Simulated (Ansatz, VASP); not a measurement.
SiC in VASP and in Ansatz

```xyz
4
Lattice="3.0760 0.0000 0.0000 -1.5380 2.6639 0.0000 0.0000 0.0000 5.0480" Properties=species:S:1:pos:R:3 pbc="T T T"
Si    0.0000    1.7759    0.0227
Si    1.5380    0.8880    2.5467
C     0.0000    1.7759    1.9208
C     1.5380    0.8880    4.4448
```

Alike in both runs: task electric field gradients; functional LDA; k mesh 16 × 16 × 9; occupations fermi-dirac, width 0.02 eV; no spin polarisation.

|  | VASP | Ansatz |
| --- | --- | --- |
| version | VASP 6.6.1 | Ansatz 0.2.0 |
| potentials or method | VASP PAW LDA potentials, release 64 (Si, C) | plane-wave PAW, scalar-relativistic |
| plane-wave cutoff (eV) | 520 | 420 |
| valence electrons in the cell | 16 | 16 |

```csv
,VASP,Ansatz,Ansatz less VASP
gap on the k mesh at the Fermi level (eV),2.22,2.23,+0.014
pressure (GPa),-3.9,-4.3,-0.40
rms of the force components (eV/Å),0.008,0.008,-0.0003
size of Vzz on the site where it differs most (V/Å²),3.5,3.2,-0.24
```

LDA's correlation is that of Perdew and Zunger in VASP and of Perdew and Wang (1992) in Ansatz. Atom by atom the forces differ by 0.000 eV/Å (rms over components).
